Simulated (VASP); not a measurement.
HgSe: single point with revPBE+D3(BJ)

The system is HgSe.

```
Hg Se
1.0
     0.00000    3.07548    3.07548
     3.07548    0.00000    3.07548
     3.07548    3.07548    0.00000
Hg Se
1 1
Direct
  0.00000 0.00000 0.00000
  0.75000 0.75000 0.75000
```

```yaml
Program: VASP 6.6.1
Task: single point
Functional: revPBE
Dispersion: D3(BJ)
Potentials_or_basis: VASP PAW PBE potentials, release 64 (Hg, Se)
Cutoff: 500 eV
k_mesh: 8 × 8 × 8
Occupations: fermi-dirac, width 0.05 eV
Spin: no spin polarisation
Dipole_correction: no
Further_INCAR_settings: ALGO = Normal; EDIFF = 1e-06; NBANDS = 16
```

```
Pressure                   : 0.2 GPa
Band gap on the k mesh     : zero (filled and empty bands touch)
Dispersion energy per atom : -0.617 eV
```

Levels at points of the mesh, in eV from the Fermi level:
| k point | band 7 | band 8 | band 9 | band 10 | band 11 | band 12 |
| --- | --- | --- | --- | --- | --- | --- |
| (0.00, 0.00, 0.00) | -0.95 | -0.06 | -0.06 | -0.06 | 5.52 | 5.52 |
| (0.50, 0.00, 0.00) | -5.30 | -0.97 | -0.97 | 1.12 | 6.26 | 6.26 |
| (0.50, 0.50, 0.00) | -4.97 | -2.21 | -2.21 | 2.74 | 3.15 | 8.52 |

It took 21 s on 1 thread of Intel(R) Xeon(R) Platinum 8259CL CPU @ 2.50GHz (Skylake/Cascade Lake) (shared host), peak memory 0.19 GiB.

Caveat: the PAW data sets were made with another functional, which shifts forces and pressure a little; spin-orbit coupling is left out, which moves the levels of the heavy elements; pairwise dispersion overbinds metals, which lowers pressure and volume.
